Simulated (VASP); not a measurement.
AlRu, 2 atoms in the cell. Symmetry: Pm-3m, No. 221, cubic system. The conventional cell has a = 2.992 Å, b = 2.992 Å, c = 2.992 Å, α = 90.00°, β = 90.00°, γ = 90.00°. Ru (site symmetry m-3m) has 8 Al at 2.59 Å and 6 Ru at 2.99 Å within 3.4 Å. Within 3.4 Å of Al (site symmetry m-3m) lie 8 Ru at 2.59 Å and 6 Al at 2.99 Å. 

```yaml
Program: VASP 6.6.1
Task: single point
Functional: LDA
Potentials_or_basis: VASP PAW LDA potentials, release 64 (Ru_pv, Al)
Cutoff: 520 eV
k_mesh: 9 × 9 × 9
Occupations: gaussian, width 0.1 eV
Spin: no spin polarisation
Dipole_correction: no
Further_INCAR_settings: ALGO = Fast; EDIFF = 1e-07; NBANDS = 16
```

Potentials or basis: VASP PAW LDA potentials, release 64 (Ru_pv, Al).

Command:

```sh
$ cat potpaw_LDA.64/Ru_pv/POTCAR potpaw_LDA.64/Al/POTCAR > POTCAR
$ mpirun -np 1 vasp_std > vasp.out
```

Hardware: 1 thread of Intel(R) Xeon(R) Platinum 8488C (Sapphire Rapids), on a shared host.

Task: Estimate the wall time of this run.

Result: It took 6 s on 1 thread of Intel(R) Xeon(R) Platinum 8488C (Sapphire Rapids) (shared host), peak memory 0.13 GiB. Counts: scf iterations 14, k points 35.
